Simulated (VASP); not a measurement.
Crystal: Si3As2.

```
Si As
1.0
     3.97075    0.00000    0.00000
    -1.98537    3.43877    0.00000
     0.00000    0.00000    6.17784
Si As
3 2
Direct
  0.00000 0.00000 0.00000
  0.33333 0.66667 0.64500
  0.66667 0.33333 0.35500
  0.33333 0.66667 0.24500
  0.66667 0.33333 0.75500
```

```yaml
Program: VASP 6.6.1
Task: relaxation of cell and atoms
Functional: r2SCAN
Potentials_or_basis: VASP PAW PBE potentials, release 64 (Si, As)
Cutoff: 600 eV
k_mesh: 6 × 6 × 4
Occupations: gaussian, width 0.1 eV
Spin: no spin polarisation
```

At the start: pressure 14.4 GPa; volume 16.87 Å³/atom.

Task: Where does the relaxation end?

Result: Over 40 steps the energy falls by 294.2 meV/atom and the volume is 18.60 Å³/atom (+10.2 %); space group P-3m1 (No. 164, to 0.1 Å) before and after.

The path:
```
step  energy change (eV)  largest force (eV/Å)  pressure (GPa)  volume (Å³)
   1              0.0000                1.2204           14.36        84.36
   2             -0.7144                0.2462           -2.93       104.13
   3             -0.7358                0.2739           -0.79       100.42
   4             -0.7363                0.2696           -1.09       100.91
   5             -0.8372                0.2603           -1.03       100.18
   6             -0.8875                0.4577           -0.65        99.34
   7             -0.8889                0.4943           -0.58        99.18
   8             -0.9280                0.2838           -0.29        97.67
   9             -0.9405                0.2010            0.04        96.22
  10             -0.9458                0.1353           -0.07        96.31
  11             -0.9494                0.1678           -0.22        96.46
  12             -0.9522                0.1537           -0.19        96.40
  13             -0.9604                0.1083           -0.06        96.23
  14             -0.9769                0.1510            0.30        95.89
  15             -1.0094                0.2712            0.93        95.19
  16             -1.0782                0.6045            1.05        93.74
  17             -1.2515                0.8813            1.58        90.67
  18             -1.2532                0.8842            1.56        90.64
  19             -1.2566                0.8932            1.52        90.58
  20             -1.2539                0.9182            1.44        90.44
  21             -1.2571                0.9010            1.49        90.54
  22             -1.2613                0.8823            1.43        90.59
  23             -1.2735                0.8281            1.23        90.76
  24             -1.2951                0.7359            0.87        91.08
  25             -1.3284                0.5715            0.18        91.74
  26             -1.3570                0.3626           -1.03        93.06
  27             -1.3583                0.3593           -1.23        93.32
  28             -1.3676                0.3752           -0.90        92.90
  29             -1.3917                0.4305            0.09        91.62
  30             -1.4135                0.3408            2.45        89.11
  31             -1.4199                0.3031            2.52        89.11
  32             -1.4327                0.1506            2.77        89.11
  33             -1.4265                0.2178            3.47        89.10
  34             -1.4351                0.0588            2.95        89.11
  35             -1.4502                0.0678            2.11        90.04
  36             -1.4688                0.0973           -0.15        92.86
  37             -1.4697                0.0833           -0.13        92.89
  38             -1.4710                0.0537           -0.08        92.95
  39             -1.4704                0.0199            0.03        93.06
  40             -1.4712                0.0342           -0.05        92.99
```

Final structure:
```cif
data_structure
_symmetry_space_group_name_H-M 'P 1'
_symmetry_Int_Tables_number 1
_cell_length_a 4.4968
_cell_length_b 4.4968
_cell_length_c 5.3099
_cell_angle_alpha 90.000
_cell_angle_beta 90.000
_cell_angle_gamma 120.000
_cell_volume 92.99
loop_
_atom_site_label
_atom_site_type_symbol
_atom_site_fract_x
_atom_site_fract_y
_atom_site_fract_z
_atom_site_occupancy
Si1 Si 0.00000 0.00000 0.00000 1
Si2 Si 0.33333 0.66667 0.77338 1
Si3 Si 0.66667 0.33333 0.22662 1
As1 As 0.33333 0.66667 0.25340 1
As2 As 0.66667 0.33333 0.74660 1
```

Caveat: the PAW data sets were made with another functional, which shifts forces and pressure a little.
